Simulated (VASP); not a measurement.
# Mo: single point with r2SCAN

Crystal: Mo.

```
Mo
1.0
     4.52750    0.00000    0.00000
    -2.26375    3.92093    0.00000
     0.00000    0.00000    2.47773
Mo
3
Direct
  0.00000 0.00000 0.00000
  0.33333 0.66667 0.50000
  0.66667 0.33333 0.50000
```

This isn't the form of Mo at room conditions, which is bcc.

| Quantity | Value |
| --- | --- |
| Program | VASP 6.6.1 |
| Task | single point |
| Functional | r2SCAN |
| Potentials or basis | VASP PAW PBE potentials, release 64 (Mo_sv) |
| Cutoff | 520 eV |
| k mesh | 9 × 9 × 14 |
| Occupations | fermi-dirac, width 0.1 eV |
| Spin | no spin polarisation |

- Pressure: 26.3 GPa
- Band gap on the k mesh: zero (bands 21 and 22 overlap by 1.75 eV)

Stress tensor (GPa, compression positive):
```
25.69  0.00  0.00
 0.00 25.69  0.00
 0.00  0.00 27.55
```

Levels at points of the mesh, in eV from the Fermi level:
```tsv
k point	band 17	band 18	band 19	band 20	band 21	band 22	band 23	band 24	band 25	band 26
(0.00, 0.00, 0.00)	-2.52	-2.52	-2.47	-2.47	-0.68	-0.68	2.09	2.09	2.19	2.19
(0.00, 0.00, 0.50)	-2.94	-1.60	-1.44	-1.44	0.13	0.13	2.83	2.83	3.61	3.61
```

Run time: 3.5 min on 1 thread of Intel(R) Xeon(R) Platinum 8488C (Sapphire Rapids) (shared host), peak memory 0.23 GiB.

Caveat: the cell stands under pressure; the PAW data sets were made with another functional, which shifts forces and pressure a little.
